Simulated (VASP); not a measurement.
# C (P6_3/mmc) in VASP: notebook

C is run at these levels: LDA; tasks: single point, relaxation of cell and atoms.

Everything below comes from runs of VASP 6.6.1. Logs are shortened: lines on timing, memory, paths and dates and some standing lists are left out, and cuts for length are marked.

## Step 1: The cell of the first run

It takes space group P6_3/mmc (No. 194, hexagonal). The conventional cell has a = 2.467 Å, b = 2.467 Å, c = 7.803 Å, α = 90.00°, β = 90.00°, γ = 120.00°. Within 1.9 Å of C (site symmetry -6m2) lie 3 C at 1.42 Å. C (site symmetry -6m2) has 3 C at 1.42 Å within 1.9 Å.

## Step 2: Single point, LDA

The input, INCAR:

```
PREC = Accurate ; ENCUT = 520
EDIFF = 1E-7 ; ISMEAR = 0
SIGMA = 0.1 ; LREAL = F
LASPH = T ; NELM = 80
ALGO = Normal ; ISIF = 2
LWAVE = F ; LCHARG = F
GGA = CA ; NBANDS = 16
```

The input, KPOINTS:

```
Automatic mesh
0
Gamma
  9 9 4
```

The input, POSCAR:

```
C
1.0
    2.4672912616      0.0000000000      0.0000000000
   -1.2336456308      2.1367369111      0.0000000000
    0.0000000000      0.0000000000      7.8030730000
C
4
Direct
    0.0000000000      0.0000000000      0.2500000000
    0.0000000000      0.0000000000      0.7500000000
    0.3333333300      0.6666666700      0.2500000000
    0.6666666700      0.3333333300      0.7500000000
```

Potentials or basis: VASP PAW LDA potentials, release 64 (C).

On the command line:

```sh
$ cat potpaw_LDA.64/C/POTCAR > POTCAR
$ mpirun -np 1 vasp_std > vasp.out
```

OUTCAR:

```text
PREC = Accurate
   ENCUT = 520
   EDIFF = 1E-7
   ISMEAR = 0
   LREAL = F
   LASPH = T
   NELM = 80
   ISIF = 2
   GGA = CA

 ion  position               nearest neighbor table
   1  0.000  0.000  0.250-   3 1.42   3 1.42   3 1.42
   2  0.000  0.000  0.750-   4 1.42   4 1.42   4 1.42
   3  0.333  0.667  0.250-   1 1.42   1 1.42   1 1.42
   4  0.667  0.333  0.750-   2 1.42   2 1.42   2 1.42

  LATTYP: Found a hexagonal cell.
 ALAT       =     2.4672912616
 C/A-ratio  =     3.1626071561

  Lattice vectors:

 A1 = (   2.4672912616,   0.0000000000,   0.0000000000)
 A2 = (  -1.2336456308,   2.1367369111,   0.0000000000)
 A3 = (   0.0000000000,   0.0000000000,   7.8030730000)

Analysis of symmetry for initial positions (statically):
=====================================================================
 Subroutine PRICEL returns:
 Original cell was already a primitive cell.

 Routine SETGRP: Setting up the symmetry group for a
 hexagonal supercell.

 Subroutine GETGRP returns: Found 24 space group operations
 (whereof 12 operations were pure point group operations)
 out of a pool of 24 trial point group operations.

The static configuration has the point symmetry D_3d.
 The point group associated with its full space group is D_6h.

Analysis of symmetry for dynamics (positions and initial velocities):
=====================================================================
 Subroutine PRICEL returns:
 Original cell was already a primitive cell.

 Routine SETGRP: Setting up the symmetry group for a
 hexagonal supercell.

 Subroutine GETGRP returns: Found 24 space group operations
 (whereof 12 operations were pure point group operations)
 out of a pool of 24 trial point group operations.

The dynamic configuration has the point symmetry D_3d.
 The point group associated with its full space group is D_6h.

 Subroutine INISYM returns: Found 24 space group operations
 (whereof 12 operations are pure point group operations),
 and found     1 'primitive' translations

----------------------------------------------------------------------------------------

                                     Primitive cell

  volume of cell :      41.1374

  direct lattice vectors                    reciprocal lattice vectors
     2.467291262  0.000000000  0.000000000     0.405302777  0.234001667  0.000000000
    -1.233645631  2.136736911  0.000000000     0.000000000  0.468003335  0.000000000
     0.000000000  0.000000000  7.803073000     0.000000000  0.000000000  0.128154639

  length of vectors
     2.467291262  2.467291262  7.803073000     0.468003335  0.468003335  0.128154639

  position of ions in fractional coordinates (direct lattice)
     0.000000000  0.000000000  0.250000000
     0.000000000  0.000000000  0.750000000
     0.333333330  0.666666670  0.250000000
     0.666666670  0.333333330  0.750000000

  ion indices of the primitive-cell ions
   primitive index   ion index
                 1           1
                 2           2
                 3           3
                 4           4

----------------------------------------------------------------------------------------

 KPOINTS: Automatic mesh

Automatic generation of k-mesh.
 Grid dimensions read from file:
 generate k-points for:    9    9    4

 Generating k-lattice:

  Cartesian coordinates                     Fractional coordinates (reciprocal lattice)
     0.045033642  0.026000185  0.000000000     0.111111111 -0.000000000  0.000000000
     0.000000000  0.052000371  0.000000000     0.000000000  0.111111111  0.000000000
     0.000000000  0.000000000  0.032038660     0.000000000  0.000000000  0.250000000

  Length of vectors
     0.052000371  0.052000371  0.032038660

  Shift w.r.t. Gamma in fractional coordinates (k-lattice)
     0.000000000  0.000000000  0.000000000

 Subroutine IBZKPT returns following result:
 ===========================================

 Found     36 irreducible k-points:

 Following reciprocal coordinates:
            Coordinates               Weight
  0.000000  0.000000  0.000000      1.000000
  0.111111  0.000000  0.000000      6.000000
  0.222222  0.000000  0.000000      6.000000
  0.333333  0.000000  0.000000      6.000000
  0.444444  0.000000  0.000000      6.000000
  0.111111  0.111111  0.000000      6.000000
[... 16 lines left out ...]
  0.333333  0.222222  0.250000     24.000000
  0.333333  0.333333  0.250000      4.000000
 [... further k-points ...]
   k-points           NKPTS =     36   k-points in BZ     NKDIM =     36   number of bands    NBANDS=     16
   number of dos      NEDOS =    301   number of ions     NIONS =      4
   total plane-waves  NPLWV =  19440
   dimension x,y,z NGX =    18 NGY =   18 NGZ =   60
   dimension x,y,z NGXF=    36 NGYF=   36 NGZF=  120
   ions per type =               4
   NGX,Y,Z   is equivalent  to a cutoff of  12.13, 12.13, 12.78 a.u.
   NGXF,Y,Z  is equivalent  to a cutoff of  24.26, 24.26, 25.57 a.u.
 SYSTEM =  unknown system
   PREC   = accura    normal or accurate (medium, high low for compatibility)
   ISTART =      0    job   : 0-new  1-cont  2-samecut
   ICHARG =      2    charge: 1-file 2-atom 10-const
   ISPIN  =      1    spin polarized calculation?
   LNONCOLLINEAR =      F non collinear calculations
   LSORBIT =      F    spin-orbit coupling
   LASPH  =      T    aspherical Exc in radial PAW
   ENCUT  =  520.0 eV  38.22 Ry    6.18 a.u.   4.59  4.59 14.51*2*pi/ulx,y,z
   NELM   =     80;   NELMIN=  2; NELMDL= -5     # of ELM steps
   EDIFF  = 0.1E-06   stopping-criterion for ELM
   LREAL  =      F    real-space projection
   EDIFFG = 0.1E-05   stopping-criterion for IOM
   NSW    =      0    number of steps for IOM
   IBRION =     -1    ionic relax: 0-MD 1-quasi-New 2-CG
   NFREE  =      0    steps in history (QN), initial steepest desc. (CG)
   ISIF   =      2    stress and relaxation
   ISYM   =      2    0-nonsym 1-usesym 2-fastsym
   POTIM  = 0.5000    time-step for ionic-motion
   TEBEG  =    0.0;   TEEND  =   0.0 temperature during run
   PSTRESS=    0.0 pullay stress
   NELECT =      16.0000    total number of electrons
   NUPDOWN=      -1.0000    fix difference up-down
   EMIN   =  10.00;   EMAX   =-10.00  energy-range for DOS
   EFERMI =   0.00;   METHOD = LEGACY
   ISMEAR =     0;   SIGMA  =   0.10  broadening in eV -4-tet -1-fermi 0-gaus
   EFERMI_NEDOS =   21; number of points for ismear=-14 and -15
   IALGO  =     38    algorithm
   IMIX   =      4    mixing-type and parameters
     AMIX     =   0.40;   BMIX     =  1.00
     AMIX_MAG =   1.60;   BMIX_MAG =  1.00
  volume/ion in A,a.u.               =      10.28        69.40
  Fermi-wavevector in a.u.,A,eV,Ry     =   1.195003  2.258229 19.429568  1.428033
  Thomas-Fermi vector in A             =   2.330979
   LORBIT       =      0    0 simple, 1 ext, 2 COOP (PROOUT), +10 PAW based schemes
   GGA     = CA    functional components
   LHFCALC =     F    Hartree Fock is set to
   AEXX    =    0.0000 exact exchange contribution
   IVDW    =     0    specifies the selected vdW correction
   LEPSILON=     F    determine dielectric tensor
   LRPA    =     F    only Hartree local field effects (RPA)
 non-spin polarized calculation
 Gauss-broadening in eV      SIGMA  =   0.10
  energy-cutoff  :      520.00
  volume of cell :       41.14
 maximum number of plane-waves:      1128
   NGX =  9   NGY =  9   NGZ = 29

 number of electron      15.9999992 magnetization

 Free energy of the ion-electron system (eV)
  ---------------------------------------------------
  ext. energy  EPLUGINS =         0.00000000
  ---------------------------------------------------
  free energy    TOTEN  =       -40.36645190 eV

  energy without entropy =      -40.36293061  energy(sigma->0) =      -40.36469126

 E-fermi :   3.2830     XC(G=0):  -9.7631

 val. band max:        3.2814880696   @ k =   0.3333   0.3333   0.5000
 cond. band min:       3.2833254257   @ k =   0.3333   0.3333   0.2500
 fundamental gap:      0.0018373561
 Fermi energy:         3.2830069971

 k-point     1 :       0.0000    0.0000    0.0000
  band No.  band energies     occupation
      1     -16.0379      2.00000
      2     -15.9465      2.00000
      3      -4.7816      2.00000
      4      -3.8742      2.00000
      5       0.2513      2.00000
      6       0.2513      2.00000
[... 8 lines left out ...]
     15      14.5710      0.00000
     16      14.6268      0.00000

 k-point     2 :       0.1111    0.0000    0.0000
  band No.  band energies     occupation
      1     -15.7475      2.00000
      2     -15.6581      2.00000
      3      -4.4277      2.00000
      4      -3.5332      2.00000
      5      -0.8383      2.00000
      6      -0.8290      2.00000
[... 8 lines left out ...]
     15      13.5982      0.00000
     16      13.6863      0.00000

 k-point     3 :       0.2222    0.0000    0.0000
  band No.  band energies     occupation
      1     -14.8823      2.00000
      2     -14.7985      2.00000
      3      -3.3821      2.00000
      4      -3.3431      2.00000
      5      -3.3220      2.00000
      6      -2.5298      2.00000
[... 8 lines left out ...]
     15      15.6773      0.00000
     16      15.6899      0.00000

 k-point     4 :       0.3333    0.0000    0.0000
  band No.  band energies     occupation
      1     -13.4623      2.00000
      2     -13.3877      2.00000
      3      -6.2382      2.00000
      4      -6.2033      2.00000
      5      -2.4838      2.00000
      6      -2.4728      2.00000
[... 8 lines left out ...]
     15      18.0677      0.00000
     16      18.6458      0.00000
[... 324 lines left out ...]
 k-point    22 :       0.2222    0.2222    0.2500
  band No.  band energies     occupation
      1     -12.6211      2.00000
      2     -12.5722      2.00000
      3      -6.2349      2.00000
      4      -6.2228      2.00000
      5      -4.8428      2.00000
      6      -4.8334      2.00000
[... 8 lines left out ...]
     15      15.4992      0.00000
     16      15.6577      0.00000

 k-point    23 :       0.3333    0.2222    0.2500
  band No.  band energies     occupation
      1     -10.7706      2.00000
      2     -10.7314      2.00000
      3      -8.3498      2.00000
      4      -8.3231      2.00000
      5      -5.8269      2.00000
      6      -5.8083      2.00000
[... 8 lines left out ...]
     15      15.1201      0.00000
     16      16.1099      0.00000

 k-point    24 :       0.3333    0.3333    0.2500
  band No.  band energies     occupation
      1      -9.1051      2.00000
      2      -9.0864      2.00000
      3      -9.0864      2.00000
      4      -9.0694      2.00000
      5      -7.2834      2.00000
      6      -7.2834      2.00000
[... 8 lines left out ...]
     15      15.9590      0.00000
     16      17.1997      0.00000

 [... further k-points ...]
[... 5 lines left out ...]
  --------------------------------------------------------------------------------------
  -------------------------------------------------------------------------------------
  Total       -2.1613315     -2.1613315     -0.3950438      0.0000000     -0.0000000      0.0000000
  in kB      -84.1772674    -84.1772674    -15.3857498      0.0000000     -0.0000000      0.0000000
  external PRESSURE =     -61.2467616 kB  Pullay stress =       0.0000000 kB

 VOLUME and BASIS-vectors are now :
 -----------------------------------------------------------------------------
  energy-cutoff  :      520.00
  volume of cell :       41.14
      direct lattice vectors                 reciprocal lattice vectors
     2.467291262  0.000000000  0.000000000     0.405302777  0.234001667  0.000000000
    -1.233645631  2.136736911  0.000000000     0.000000000  0.468003335  0.000000000
     0.000000000  0.000000000  7.803073000     0.000000000  0.000000000  0.128154639

 POSITION                                       TOTAL-FORCE (eV/Angst)
 -----------------------------------------------------------------------------------
      0.00000      0.00000      1.95077         0.000000     -0.000000      0.000000
      0.00000      0.00000      5.85230        -0.000000      0.000000      0.000000
     -0.00000      1.42449      1.95077        -0.000000      0.000000      0.000000
      1.23365      0.71225      5.85230         0.000000     -0.000000     -0.000000
 -----------------------------------------------------------------------------------
    total drift:                               -0.000000      0.000000      0.000000

  FREE ENERGIE OF THE ION-ELECTRON SYSTEM (eV)
  ---------------------------------------------------
  free  energy   TOTEN  =       -40.3664519015 eV

  energy  without entropy=      -40.3629306142  energy(sigma->0) =      -40.36469126
```

Run time: 8.9 s. Hardware: 1 thread of Intel Xeon 6975P-C (Granite Rapids), shared host; peak memory 0.13 GiB.

What came out:

* Free energy: -40.3665 eV
* Pressure: -6.1 GPa
* Band gap on the k mesh: zero (filled and empty bands overlap)

(Part 1 of 2 ends here.)
